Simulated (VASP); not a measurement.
# BaTe (R-3m) in VASP: single point with HSE06

Aim: the single point of BaTe with HSE06.

All numbers are computed with VASP 6.6.1; they aren't measurements. Logs are shortened: lines on timing, memory, paths and dates and some standing lists are left out, and cuts for length are marked.

**1. The cell of the first run**

Symmetry: R-3m, No. 166, trigonal system. The conventional cell has a = 4.768 Å, b = 4.768 Å, c = 12.759 Å, α = 90.00°, β = 90.00°, γ = 120.00°. Within 4.8 Å of Ba (site symmetry -3m) lie 6 Te at 3.48 Å and 6 Ba at 4.77 Å. Within 4.8 Å of Te (site symmetry -3m) lie 6 Ba at 3.48 Å and 6 Te at 4.77 Å.

**2. Single point, HSE06 (epitaxial 111 strain -4.6%)**

The input, POSCAR:

```
BaTe
1.0
    0.2079538831      3.5792638779      3.5792638779
    3.5792638779      0.2079538831      3.5792638779
    3.5792638779      3.5792638779      0.2079538831
Ba Te
1 1
Direct
    0.0000000000      0.0000000000      0.0000000000
    0.5000000000      0.5000000000      0.5000000000
```

The input, INCAR.step1:

```
SYSTEM = BaTe
PREC = Accurate
ENCUT = 520
EDIFF = 1E-5
ISMEAR = 0
SIGMA = 0.01
LREAL = .False.
LASPH = .True.
NELM = 60
ALGO = Normal
ISIF = 2
LWAVE = .True.
LCHARG = .False.
GGA = PE
NBANDS = 15
```

The input, INCAR.step2:

```
SYSTEM = BaTe
PREC = Accurate
ENCUT = 520
EDIFF = 1E-7
ISMEAR = 0
SIGMA = 0.01
LREAL = .False.
LASPH = .True.
NELM = 60
ALGO = Normal
ISIF = 2
LWAVE = .False.
LCHARG = .False.
GGA = PE
LHFCALC = .True.
HFSCREEN = 0.2079
PRECFOCK = Normal
ISTART = 1
NBANDS = 15
```

The input, KPOINTS:

```
regular mesh
0
Gamma
  4 4 4
  0 0 0
```

Potentials or basis: VASP PAW PBE potentials, release 64 (Ba_sv, Te).

Command:

```
$ cat potpaw_PBE.64/Ba_sv/POTCAR potpaw_PBE.64/Te/POTCAR > POTCAR
$ cp INCAR.step1 INCAR
$ mpirun -np 1 vasp_std > vasp.out
$ cp INCAR.step2 INCAR
$ mpirun -np 1 vasp_std > vasp.out
```

OUTCAR:

```text
SYSTEM = BaTe
   PREC = Accurate
   ENCUT = 520
   EDIFF = 1E-7
   ISMEAR = 0
   LREAL = .False.
   LASPH = .True.
   NELM = 60
   ISIF = 2
   GGA = PE
   LHFCALC = .True.
   HFSCREEN = 0.2079
   PRECFOCK = Normal
   ISTART = 1

 ion  position               nearest neighbor table
   1  0.000  0.000  0.000-   2 3.48   2 3.48   2 3.48   2 3.48   2 3.48   2 3.48
   2  0.500  0.500  0.500-   1 3.48   1 3.48   1 3.48   1 3.48   1 3.48   1 3.48

  LATTYP: Found a trigonal (rhomboedric) cell.
 ALAT       =     5.0661133656
 COS(alpha) =     0.5571592593

  Lattice vectors:

 A1 = (   0.2079538831,   3.5792638779,   3.5792638779)
 A2 = (   3.5792638779,   0.2079538831,   3.5792638779)
 A3 = (   3.5792638779,   3.5792638779,   0.2079538831)

Analysis of symmetry for initial positions (statically):
=====================================================================
 Subroutine PRICEL returns:
 Original cell was already a primitive cell.

 Routine SETGRP: Setting up the symmetry group for a
 trigonal (rhombohedral) supercell.

 Subroutine GETGRP returns: Found 12 space group operations
 (whereof 12 operations were pure point group operations)
 out of a pool of 12 trial point group operations.

The static configuration has the point symmetry D_3d.

Analysis of symmetry for dynamics (positions and initial velocities):
=====================================================================
 Subroutine PRICEL returns:
 Original cell was already a primitive cell.

 Routine SETGRP: Setting up the symmetry group for a
 trigonal (rhombohedral) supercell.

 Subroutine GETGRP returns: Found 12 space group operations
 (whereof 12 operations were pure point group operations)
 out of a pool of 12 trial point group operations.

The dynamic configuration has the point symmetry D_3d.

 Subroutine INISYM returns: Found 12 space group operations
 (whereof 12 operations are pure point group operations),
 and found     1 'primitive' translations

----------------------------------------------------------------------------------------

                                     Primitive cell

  volume of cell :      83.7254

  direct lattice vectors                    reciprocal lattice vectors
     0.207953883  3.579263878  3.579263878    -0.152497063  0.144123539  0.144123539
     3.579263878  0.207953883  3.579263878     0.144123539 -0.152497063  0.144123539
     3.579263878  3.579263878  0.207953883     0.144123539  0.144123539 -0.152497063

  length of vectors
[... 90 lines left out ...]
     AMIX_MAG =   1.60;   BMIX_MAG =  1.00
  volume/ion in A,a.u.               =      41.86       282.50
  Fermi-wavevector in a.u.,A,eV,Ry     =   0.942965  1.781946 12.098074  0.889183
  Thomas-Fermi vector in A             =   2.070626
   LORBIT       =      0    0 simple, 1 ext, 2 COOP (PROOUT), +10 PAW based schemes
   GGA     = PE    functional components
   LHFCALC =     T    Hartree Fock is set to
   PRECFOCK=normal    Normal, Fast or Accurate (Low or Medium for compatibility)
   ENCUT4O =  -1.0   cutoff for four orbital integrals eV
   NKREDX  =     1    reduce k-point grid by
   NKREDY  =     1    reduce k-point grid by
   NKREDZ  =     1    reduce k-point grid by
   AEXX    =    0.2500 exact exchange contribution
   HFSCREEN=    0.2079 screening length (either q_TF or 0.3 A-1)
   HFSCREENC=   0.2079 screening length for correlation (either q_TF or 0.3 A-1)
   ENCUTFOCK=  -1.0 apply spherical cutoff to Coloumb kernel
   IVDW    =     0    specifies the selected vdW correction
   LEPSILON=     F    determine dielectric tensor
   LRPA    =     F    only Hartree local field effects (RPA)
 non-spin polarized calculation
 Gauss-broadening in eV      SIGMA  =   0.01
  energy-cutoff  :      520.00
  volume of cell :       83.73
 maximum number of plane-waves:      2274
 NGX is ok and might be reduce to    40
  NGX = 30; NGY = 30; NGZ = 30

 number of electron      16.0000000 magnetization

 Free energy of the ion-electron system (eV)
  ---------------------------------------------------
  ext. energy  EPLUGINS =         0.00000000
  ---------------------------------------------------
  free energy    TOTEN  =        -9.74220069 eV

  energy without entropy =       -9.74220069  energy(sigma->0) =       -9.74220069

 E-fermi :   2.1213     XC(G=0):  -6.9933

 val. band max:        2.0662160554   @ k =   0.0000   0.0000   0.0000
 cond. band min:       4.0907006868   @ k =   0.5000   0.5000   0.0000
 fundamental gap:      2.0244846314
 Fermi energy:         2.1213009442

 k-point     1 :       0.0000    0.0000    0.0000
  band No.  band energies     occupation
      1     -26.9721      2.00000
      2     -11.0759      2.00000
      3     -11.0650      2.00000
      4     -11.0650      2.00000
      5      -8.5195      2.00000
      6       1.7230      2.00000
      7       2.0662      2.00000
      8       2.0662      2.00000
      9       5.0772      0.00000
     10       5.8489      0.00000
     11       5.8489      0.00000
     12       5.8812      0.00000
     13       6.3941      0.00000
     14       6.3941      0.00000
[... 203 lines left out ...]
      2     -11.6038      2.00000
      3     -11.0658      2.00000
      4     -11.0658      2.00000
      5      -7.5840      2.00000
      6      -0.5918      2.00000
      7       0.9814      2.00000
      8       0.9814      2.00000
      9       7.0054      0.00000
     10       7.5036      0.00000
     11       7.6758      0.00000
     12       7.6758      0.00000
     13      10.0231      0.00000
     14      10.0231      0.00000
     15      10.3048      0.00000

------------------------ aborting loop because EDIFF is reached ----------------------------------------

  FORCE on cell =-STRESS in cart. coord.  units (eV):
  Direction    XX          YY          ZZ          XY          YZ          ZX
  --------------------------------------------------------------------------------------
  -------------------------------------------------------------------------------------
  Total        0.8320404      0.8320404      0.8320404     -0.4275106     -0.4275106     -0.4275106
  in kB       15.9219953     15.9219953     15.9219953     -8.1808794     -8.1808794     -8.1808794
  external PRESSURE =      15.9219953 kB  Pullay stress =       0.0000000 kB

 VOLUME and BASIS-vectors are now :
 -----------------------------------------------------------------------------
  energy-cutoff  :      520.00
  volume of cell :       83.73
      direct lattice vectors                 reciprocal lattice vectors
     0.207953883  3.579263878  3.579263878    -0.152497063  0.144123539  0.144123539
     3.579263878  0.207953883  3.579263878     0.144123539 -0.152497063  0.144123539
     3.579263878  3.579263878  0.207953883     0.144123539  0.144123539 -0.152497063

 POSITION                                       TOTAL-FORCE (eV/Angst)
 -----------------------------------------------------------------------------------
      0.00000      0.00000      0.00000         0.000000      0.000000      0.000000
      3.68324      3.68324      3.68324        -0.000000     -0.000000     -0.000000
 -----------------------------------------------------------------------------------
    total drift:                               -0.000000     -0.000000     -0.000000

  FREE ENERGIE OF THE ION-ELECTRON SYSTEM (eV)
  ---------------------------------------------------
  free  energy   TOTEN  =        -9.7422006862 eV

  energy  without entropy=       -9.7422006862  energy(sigma->0) =       -9.74220069
```

OSZICAR.step1:

```text
N       E                     dE             d eps       ncg     rms          rms(c)
DAV:   1     0.857103511254E+02    0.85710E+02   -0.62112E+03   390   0.891E+02
DAV:   2    -0.311914166912E+01   -0.88829E+02   -0.81190E+02   555   0.151E+02
DAV:   3    -0.853239655345E+01   -0.54133E+01   -0.53593E+01   510   0.409E+01
DAV:   4    -0.865429427469E+01   -0.12190E+00   -0.12182E+00   530   0.641E+00
DAV:   5    -0.865738039036E+01   -0.30861E-02   -0.30860E-02   533   0.846E-01    0.382E+00
DAV:   6    -0.854643787388E+01    0.11094E+00   -0.12490E-01   481   0.179E+00    0.251E+00
DAV:   7    -0.854774136556E+01   -0.13035E-02   -0.11039E-01   496   0.188E+00    0.808E-01
DAV:   8    -0.855342617103E+01   -0.56848E-02   -0.14071E-02   418   0.782E-01    0.206E-01
DAV:   9    -0.855390266652E+01   -0.47650E-03   -0.75662E-04   509   0.188E-01    0.587E-02
DAV:  10    -0.855408020072E+01   -0.17753E-03   -0.22811E-04   461   0.103E-01    0.185E-02
DAV:  11    -0.855410752013E+01   -0.27319E-04   -0.61354E-05   503   0.450E-02    0.199E-02
DAV:  12    -0.855410436971E+01    0.31504E-05   -0.10889E-05   398   0.193E-02
   1 F= -.85541044E+01 E0= -.85541044E+01  d E =-.156539E-12
```

Wall time 30 min (1 thread of Intel Xeon Platinum 8124M at 3.00GHz (Skylake/Cascade Lake), shared host); peak memory 0.36 GiB.

Results:

```
Free energy            : -9.7422 eV
Pressure               : 1.6 GPa
Band gap on the k mesh : 2.02 eV (least direct gap 2.45 eV)
```

Stress tensor (GPa, compression positive):
```
 1.59 -0.82 -0.82
-0.82  1.59 -0.82
-0.82 -0.82  1.59
```

Levels at points of the mesh, in eV from the valence-band top:
```csv
k point,band 4,band 5,band 6,band 7,band 8,band 9,band 10,band 11,band 12,band 13
"(0.00, 0.00, 0.00)",-13.13,-10.59,-0.34,0.00,0.00,3.01,3.78,3.78,3.81,4.33
"(0.50, 0.00, 0.00)",-13.13,-9.65,-2.61,-1.64,-1.25,4.79,5.10,6.22,6.23,7.38
"(0.50, 0.50, 0.00)",-13.23,-10.32,-1.43,-0.69,-0.42,2.02,5.22,5.36,6.37,6.81
"(0.50, 0.50, 0.50)",-13.13,-9.65,-2.66,-1.08,-1.08,4.94,5.44,5.61,5.61,7.96
```

Caveat: the cell differs from its parent crystal (epitaxial 111 strain -4.6%); the PAW data sets were made with another functional, which shifts forces and pressure a little; spin-orbit coupling is left out, which moves the levels of the heavy elements.
